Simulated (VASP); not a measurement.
Be: relaxation of cell and atoms with PBE

Be:

```
CELL_PARAMETERS angstrom
-3.13535 3.13535 3.13535
3.13535 -3.13535 3.13535
3.13535 3.13535 -3.13535
ATOMIC_POSITIONS crystal
Be 0.62500 0.25000 0.87500
Be 0.87500 0.62500 0.25000
Be 0.75000 0.62500 0.87500
Be 0.25000 0.87500 0.62500
Be 0.87500 0.75000 0.62500
Be 0.62500 0.87500 0.75000
```

- Program: VASP 6.6.1
- Task: relaxation of cell and atoms
- Functional: PBE
- Potentials or basis: VASP PAW PBE potentials, release 64 (Be)
- Cutoff: 600 eV
- k mesh: 4 × 4 × 4
- Occupations: gaussian, width 0.1 eV
- Spin: no spin polarisation
- Dipole correction: no
- Further INCAR settings: ALGO = Normal; EDIFF = 1e-07; IBRION = 2; EDIFFG = -0.04; NSW = 90; ISIF = 3

```
Relaxed volume                         : 25.42 Å³/atom
Relaxed cell                           : a = 5.830 Å, b = 5.830 Å, c = 5.830 Å, α = 109.47°, β = 109.47°, γ = 109.47°
Space group after relaxing (to 0.05 Å) : I4_132 (No. 214)
Energy gained by relaxing              : 105.2 meV/atom
Ionic steps                            : 4
Pressure after relaxing                : 0.0 GPa
Band gap on the k mesh                 : zero (band 6 reaches -0.94 eV, above the bottom of band 7 at -1.81 eV)
```

The path:
| step | energy change (eV) | largest force (eV/Å) | pressure (GPa) | volume (Å³) |
| --- | --- | --- | --- | --- |
| 1 | 0.0000 | 0.0000 | 8.12 | 123.29 |
| 2 | -0.5762 | 0.0000 | 1.94 | 142.81 |
| 3 | -0.6270 | 0.0000 | -0.48 | 155.24 |
| 4 | -0.6314 | 0.0000 | -0.03 | 152.54 |

Final structure:
```xyz
6
Lattice="-3.3659 3.3659 3.3659 3.3659 -3.3659 3.3659 3.3659 3.3659 -3.3659" Properties=species:S:1:pos:R:3 pbc="T T T"
Be    1.6830    4.2074    0.0000
Be    0.0000    1.6830    4.2074
Be    2.5245    3.3659    1.6830
Be    4.2074    0.0000    1.6830
Be    1.6830    2.5245    3.3659
Be    3.3659    1.6830    2.5245
```

Levels at points of the mesh, in eV from the Fermi level:
```csv
k point,band 3,band 4,band 5,band 6,band 7,band 8,band 9,band 10
"(0.00, 0.00, 0.00)",-2.99,-2.99,0.06,0.06,0.06,0.10,0.10,2.95
"(0.50, 0.00, 0.00)",-3.18,-2.32,-0.77,-0.69,0.35,1.00,2.10,2.30
"(0.50, 0.50, 0.50)",-4.48,-1.64,-0.81,-0.81,-0.81,2.02,2.02,2.02
```

Wall time 28 s on 1 thread of Intel(R) Xeon(R) 6975P-C (Granite Rapids), on a shared host, peak memory 0.3 GiB.

Caveat: the volume moved by over 15 % at a fixed basis, so the end points are rough.
